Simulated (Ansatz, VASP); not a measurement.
**Ni: VASP beside Ansatz**

Contents of INCAR:

```
SYSTEM = Ni
  PREC = Accurate
  ENCUT = 520
  EDIFF = 1E-8
  ISMEAR = -1
  SIGMA = 0.08
  LREAL = .False.
  LASPH = .True.
  NELM = 150
  ALGO = Normal
  ISIF = 2
  LWAVE = .False.
  LCHARG = .False.
  ISPIN = 2
  MAGMOM = 1.5
  LORBIT = 11
  LMAXMIX = 4
  LEFG = .True.
  NBANDS = 15
```

The input KPOINTS:

```
Automatic mesh
0
Gamma
  18 18 18
  0 0 0
```

POSCAR

```
Ni
1.0
    0.0000000000      1.7596086113      1.7596086113
    1.7596086113      0.0000000000      1.7596086113
    1.7596086113      1.7596086113      0.0000000000
Ni
1
Direct
    0.0000000000      0.0000000000      0.0000000000
```

Input for Ansatz:

```yaml
crystal:
  lattice:
    - [0.0, 1.7596086113, 1.7596086113]
    - [1.7596086113, 0.0, 1.7596086113]
    - [1.7596086113, 1.7596086113, 0.0]
  atoms:
    - { symbol: Ni, position: [0.0, 0.0, 0.0], spin: 1.5 }
magnetization:
  spin_polarized: true
kpoints:
  mp_grid: { grid: [18, 18, 18] }
  band_path:
    path:
      - [0.0, 0.0, 0.0]
      - [0.5, 0.0, 0.5]
      - [0.625, 0.25, 0.625]
      - [0.375, 0.375, 0.75]
      - [0.0, 0.0, 0.0]
      - [0.5, 0.5, 0.5]
      - [0.5, 0.25, 0.75]
      - [0.5, 0.0, 0.5]
    npoints: 5
scf:
  occupations: { method: fermi_dirac, width: 0.08 }
hamiltonian:
  xc: lda
  pseudopotentials: { kind: paw }
output:
  forces: true
  stress: true
  eigenvalues: true
  efg: { contact_densities: true }
```

Alike in both runs: task electric field gradients; functional LDA; k mesh 18 × 18 × 18; occupations fermi-dirac, width 0.08 eV; collinear spin.

|  | VASP | Ansatz |
| --- | --- | --- |
| version | VASP 6.6.1 | Ansatz 0.2.0 |
| potentials or method | VASP PAW LDA potentials, release 64 (Ni) | PAW with Ansatz's default frozen-core files, scalar-relativistic |
| plane-wave cutoff (eV) | 520 | 420 |
| valence electrons in the cell | 10 | 18 |

|  | VASP | Ansatz | Ansatz less VASP |
| --- | --- | --- | --- |
| pressure (GPa) | -16.9 | -17.1 | -0.14 |
| net moment per atom (μB) | 0.59 | 0.61 | +0.015 |
| size of the moment on the site where the two differ most (μB) | 0.60 | 0.64 | +0.039 |

LDA's correlation is that of Perdew and Zunger in VASP and of Perdew and Wang (1992) in Ansatz. Site moments also hang on the region over which each program counts them. VASP's potentials hold 10 valence electrons a cell and Ansatz's 18, so a difference there can come from the potentials and not from the codes.
